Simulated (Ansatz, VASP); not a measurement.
Ba2Ti3O8 in VASP and in Ansatz

```
Ti O Ba
1.0
     3.95574    0.00000    0.00000
     0.00000    3.95574    0.00000
     0.00000    0.00000   23.22477
Ti O Ba
3 8 2
Direct
  0.50000 0.50000 0.32293
  0.50000 0.50000 0.49703
  0.50000 0.50000 0.67112
  0.50000 0.00000 0.32888
  0.00000 0.50000 0.32888
  0.50000 0.50000 0.41778
  0.50000 0.00000 0.50297
  0.00000 0.50000 0.50297
  0.50000 0.50000 0.59188
  0.50000 0.00000 0.67707
  0.00000 0.50000 0.67707
  0.00000 0.00000 0.41262
  0.00000 0.00000 0.58671
```

Alike in both runs: task relaxation of the atoms; functional PBEsol; k mesh 7 × 7 × 1; occupations gaussian, width 0.05 eV; no spin polarisation.

```csv
,VASP,Ansatz
version,VASP 6.6.1,Ansatz 0.2.0
potentials or method,"VASP PAW PBE potentials, release 64 (Ti_sv, O, Ba_sv), cutoff 520 eV","scalar-relativistic, plane waves, PAW"
valence electrons in the cell,104,104
```

Ansatz gave:

```
gap on the k mesh at the Fermi level, each at its own relaxed structure (eV) : 0.99
```

**Question.** What did VASP give for the same quantities?

**Answer.** gap on the k mesh at the Fermi level, each at its own relaxed structure (eV): 0.90.

VASP's potentials were made for PBE, not for PBEsol.

Neither program's run includes spin-orbit coupling.
